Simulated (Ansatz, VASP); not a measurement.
# Al12H in VASP and in Ansatz

The input INCAR:

```
ALGO = Normal ; DIPOL = 0.5 0.5 0.304
EDIFF = 1E-6 ; ENCUT = 520
GGA = PE ; IDIPOL = 3
ISIF = 2 ; ISMEAR = 0
ISPIN = 2 ; LASPH = True
LCHARG = False ; LDIPOL = True
LORBIT = 11 ; LREAL = False
LWAVE = False ; MAGMOM = 0 0 0 0 0 0 0 0 0 0 0 0 1
NBANDS = 34 ; NELM = 150
PREC = Accurate ; SIGMA = 0.1
```

File KPOINTS:

```
k-points
0
Gamma
  6 6 1
```

Contents of POSCAR:

```
Al12H
1.0
    5.7135165838      0.0000000000      0.0000000000
   -2.8567582919      4.9480505065      0.0000000000
    0.0000000000      0.0000000000     21.6013781936
Al H
12 1
Direct
    0.3333333333      0.1666666667      0.1851733702
    0.3333333333      0.6666666667      0.1851733702
    0.8333333333      0.1666666667      0.1851733702
    0.8333333333      0.6666666667      0.1851733702
    0.1666666667      0.3333333333      0.2916813828
    0.1666666667      0.8333333333      0.2916813828
    0.6666666667      0.3333333333      0.2916813828
    0.6666666667      0.8333333333      0.2916813828
    0.0000000000      0.0000000000      0.3981865470
    0.0000000000      0.5000000000      0.3981865470
    0.5000000000      0.0000000000      0.3981865470
    0.5000000000      0.5000000000      0.3981865470
    0.3333333333     -0.3333333333      0.4528126912
```

Input for Ansatz:

```yaml
crystal:
  lattice:
    - [5.7135165838, 0.0, 0.0]
    - [-2.8567582919, 4.9480505065, 0.0]
    - [0.0, 0.0, 21.6013781936]
  atoms:
    - { symbol: Al, position: [0.3333333333, 0.1666666667, 0.1851733702] }
    - { symbol: Al, position: [0.3333333333, 0.6666666667, 0.1851733702] }
    - { symbol: Al, position: [0.8333333333, 0.1666666667, 0.1851733702] }
    - { symbol: Al, position: [0.8333333333, 0.6666666667, 0.1851733702] }
    - { symbol: Al, position: [0.1666666667, 0.3333333333, 0.2916813828] }
    - { symbol: Al, position: [0.1666666667, 0.8333333333, 0.2916813828] }
    - { symbol: Al, position: [0.6666666667, 0.3333333333, 0.2916813828] }
    - { symbol: Al, position: [0.6666666667, 0.8333333333, 0.2916813828] }
    - { symbol: Al, position: [0.0, 0.0, 0.398186547] }
    - { symbol: Al, position: [0.0, 0.5, 0.398186547] }
    - { symbol: Al, position: [0.5, 0.0, 0.398186547] }
    - { symbol: Al, position: [0.5, 0.5, 0.398186547] }
    - { symbol: H, position: [0.3333333333, -0.3333333333, 0.4528126912], spin: 1.0 }
basis:
  ecutwfc: 420
kpoints:
  mp_grid: { grid: [6, 6, 1] }
hamiltonian:
  xc: pbe
  pseudopotentials: { kind: paw, azcp: { folder: soft_1 } }
scf:
  occupations: { method: gaussian, width: 0.1 }
output:
  forces: true
  eigenvalues: true
  populations: true
magnetization:
  spin_polarized: true
efield:
  axis: 3
  dipole_correction: true
  ramp_width: 0.04
```

Alike in both runs: task single point; functional PBE; k mesh 6 × 6 × 1; occupations gaussian, width 0.1 eV; collinear spin.

|  | VASP | Ansatz |
| --- | --- | --- |
| version | VASP 6.6.1 | Ansatz 0.2.0 |
| potentials or method | VASP PAW PBE potentials, release 64 (Al, H), cutoff 520 eV | scalar-relativistic, plane waves, PAW |
| valence electrons in the cell | 37 | 37 |

```tsv
	VASP	Ansatz	Ansatz less VASP
gap on the k mesh at the Fermi level (eV)	none	none	-
rms of the force components (eV/Å)	0.139	0.138	-0.0002
net moment per atom (μB)	0.00	0.00	0.000
```

Atom by atom the forces differ by 0.001 eV/Å (rms over components). A gap of «none» marks a metal or a gap that the smearing closes. Ansatz's warnings: seeded moment not kept.
